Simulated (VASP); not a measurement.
Here is a VASP 6.6.1 calculation.

INCAR

```
ALGO = Fast ; EDIFF = 1E-6
ENCUT = 520 ; ISIF = 2
ISMEAR = -1 ; LASPH = True
LCHARG = True ; LELF = True
LREAL = False ; LVHAR = True
LWAVE = False ; NBANDS = 22
NELM = 60 ; PREC = Accurate
SIGMA = 0.05
```

Contents of KPOINTS:

```
k-points
0
Gamma
  8 8 4
```

POSCAR

```
Bi
1.0
    3.1946090396      0.0000000000      0.0000000000
    0.0000000000      3.1781022620      0.0000000000
   -0.0793675179      0.0000000000      6.3567985340
Bi
2
Direct
    0.5442472500      0.0000000000      0.7495778900
    0.4557527500      0.0000000000      0.2504221100
```

Potentials or basis: VASP PAW LDA potentials, release 64 (Bi_d).

Command:

```bash
$ cat potpaw_LDA.64/Bi_d/POTCAR > POTCAR
$ mpirun -np 1 vasp_std > vasp.out
```

Question: Estimate the largest force.

Answer: 0.009 eV/Å.

Question: Predict the pressure.

Answer: 0.6 GPa.

Question: Estimate the band gap on the k mesh.

Answer: Zero (bands 15 and 16 overlap by 6.54 eV).

Forces in eV/Å, atoms in the order of the input:
```
Bi   0.002  0.000 -0.009
Bi  -0.002  0.000  0.009
```

Caveat: spin-orbit coupling is left out, which moves the levels of the heavy elements.
